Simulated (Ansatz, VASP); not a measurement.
**SnO2 in VASP and in Ansatz**

File INCAR:

```
ALGO = Normal
EDIFF = 1E-6
ENCUT = 520
GGA = CA
ISIF = 2
ISMEAR = 0
LASPH = T
LCHARG = F
LREAL = F
LWAVE = F
NBANDS = 64
NELM = 60
PREC = Accurate
SIGMA = 0.05
```

Contents of KPOINTS:

```
k-points
0
Gamma
  6 6 6
```

POSCAR

```
SnO2
1.0
    4.5686132768      0.0000000000      0.0000000000
    0.0000000000      5.3856764553      0.0000000000
    0.0000000000      0.0000000000      5.0545674143
Sn O
4 8
Direct
    0.5000000000      0.6673419135      0.7500000000
    0.0000000000      0.8326580865      0.2500000000
    0.5000000000      0.3326580865      0.2500000000
    0.0000000000      0.1673419135      0.7500000000
    0.7309254637      0.6050162923      0.0776916535
    0.2309254637      0.8949837077      0.9223083465
    0.7690745363      0.8949837077      0.5776916535
    0.2690745363      0.6050162923      0.4223083465
    0.7309254637      0.3949837077      0.5776916535
    0.2309254637      0.1050162923      0.4223083465
    0.7690745363      0.1050162923      0.0776916535
    0.2690745363      0.3949837077      0.9223083465
```

Input for Ansatz:

```yaml
crystal:
  lattice:
    - [4.5686132768, 0.0, 0.0]
    - [0.0, 5.3856764553, 0.0]
    - [0.0, 0.0, 5.0545674143]
  atoms:
    - { symbol: Sn, position: [0.5, 0.6673419135, 0.75] }
    - { symbol: Sn, position: [0.0, 0.8326580865, 0.25] }
    - { symbol: Sn, position: [0.5, 0.3326580865, 0.25] }
    - { symbol: Sn, position: [0.0, 0.1673419135, 0.75] }
    - { symbol: O, position: [0.7309254637, 0.6050162923, 0.0776916535] }
    - { symbol: O, position: [0.2309254637, 0.8949837077, 0.9223083465] }
    - { symbol: O, position: [0.7690745363, 0.8949837077, 0.5776916535] }
    - { symbol: O, position: [0.2690745363, 0.6050162923, 0.4223083465] }
    - { symbol: O, position: [0.7309254637, 0.3949837077, 0.5776916535] }
    - { symbol: O, position: [0.2309254637, 0.1050162923, 0.4223083465] }
    - { symbol: O, position: [0.7690745363, 0.1050162923, 0.0776916535] }
    - { symbol: O, position: [0.2690745363, 0.3949837077, 0.9223083465] }
basis:
  ecutwfc: 520.0
kpoints:
  mp_grid: { grid: [6, 6, 6] }
hamiltonian:
  xc: lda
  pseudopotentials: { kind: paw, azcp: { folder: soft_1 } }
scf:
  occupations: { method: gaussian, width: 0.05 }
output:
  forces: true
  stress: true
  eigenvalues: true
```

Change from the starting cell: volume 10.364 Å^3 an atom, stretch along b over the lengths across it, relative to the relaxed cell 0.9736.

Alike in both runs: task single point; functional LDA; k mesh 6 × 6 × 6; occupations gaussian, width 0.05 eV; no spin polarisation.

|  | VASP | Ansatz |
| --- | --- | --- |
| version | VASP 6.6.1 | Ansatz 0.2.0 |
| potentials or method | VASP PAW LDA potentials, release 64 (Sn_d, O), cutoff 520 eV | scalar-relativistic, plane waves, PAW |
| valence electrons in the cell | 104 | 104 |

```csv
,VASP,Ansatz,Ansatz less VASP
gap on the k mesh at the Fermi level (eV),2.87,2.83,-0.035
least direct gap on the mesh (eV),2.87,2.83,-0.035
rms of the force components (eV/Å),0.252,0.233,-0.0188
```

Ansatz warns that its potentials were made for another functional, while VASP's fit it. LDA's correlation is that of Perdew and Zunger in VASP and of Perdew and Wang (1992) in Ansatz. Atom by atom the forces differ by 0.019 eV/Å (rms over components).
